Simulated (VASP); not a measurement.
## K2ScZnC6N6: single point with PBE

K2ScZnC6N6:

```
K Sc Zn C N
1.0
     0.00000    5.60547    5.60547
     5.60547    0.00000    5.60547
     5.60547    5.60547    0.00000
K Sc Zn C N
2 1 1 6 6
Direct
  0.25000 0.25000 0.25000
  0.75000 0.75000 0.75000
  0.00000 0.00000 0.00000
  0.50000 0.50000 0.50000
  0.79449 0.20551 0.20551
  0.20551 0.79449 0.20551
  0.20551 0.20551 0.79449
  0.20551 0.79449 0.79449
  0.79449 0.20551 0.79449
  0.79449 0.79449 0.20551
  0.68975 0.31025 0.31025
  0.31025 0.68975 0.31025
  0.31025 0.31025 0.68975
  0.31025 0.68975 0.68975
  0.68975 0.31025 0.68975
  0.68975 0.68975 0.31025
```

| Property | Result |
| --- | --- |
| Program | VASP 6.6.1 |
| Task | single point |
| Functional | PBE |
| Potentials or basis | VASP PAW PBE potentials, release 64 (K_sv, Sc_sv, Zn, C, N) |
| Cutoff | 520 eV |
| k mesh | 4 × 4 × 4 |
| Occupations | gaussian, width 0.1 eV |
| Spin | no spin polarisation |
| Dipole correction | no |
| Further INCAR settings | LREAL = Auto; ALGO = Normal; EDIFF = 1e-07; NBANDS = 62 |

* Pressure: 0.6 GPa
* Largest force: 0.357 eV/Å
* Band gap on the k mesh: zero (an odd number of electrons rules out a gap without spin polarisation)

Forces in eV/Å, atoms in the order of the input:
```
K    0.000  0.000  0.000
K    0.000  0.000  0.000
Sc   0.000  0.000  0.000
Zn   0.000  0.000  0.000
C   -0.357  0.000  0.000
C    0.000 -0.357  0.000
C    0.000  0.000 -0.357
C    0.357  0.000  0.000
C    0.000  0.357  0.000
C    0.000  0.000  0.357
N    0.352  0.000  0.000
N    0.000  0.352  0.000
N    0.000  0.000  0.352
N   -0.352  0.000  0.000
N    0.000 -0.352  0.000
N    0.000  0.000 -0.352
```

Levels at points of the mesh, in eV from the Fermi level:
| k point | band 45 | band 46 | band 47 | band 48 | band 49 | band 50 |
| --- | --- | --- | --- | --- | --- | --- |
| (0.00, 0.00, 0.00) | -5.03 | -4.02 | -4.02 | -0.08 | -0.08 | -0.08 |
| (0.50, 0.00, 0.00) | -5.01 | -3.82 | -3.82 | 0.06 | 0.17 | 0.17 |
| (0.50, 0.50, 0.00) | -4.50 | -4.23 | -4.01 | -0.06 | 0.37 | 0.37 |

Wall time 3.2 min on 1 thread of Intel(R) Xeon(R) 6975P-C (Granite Rapids), on a shared host, peak memory 0.55 GiB.
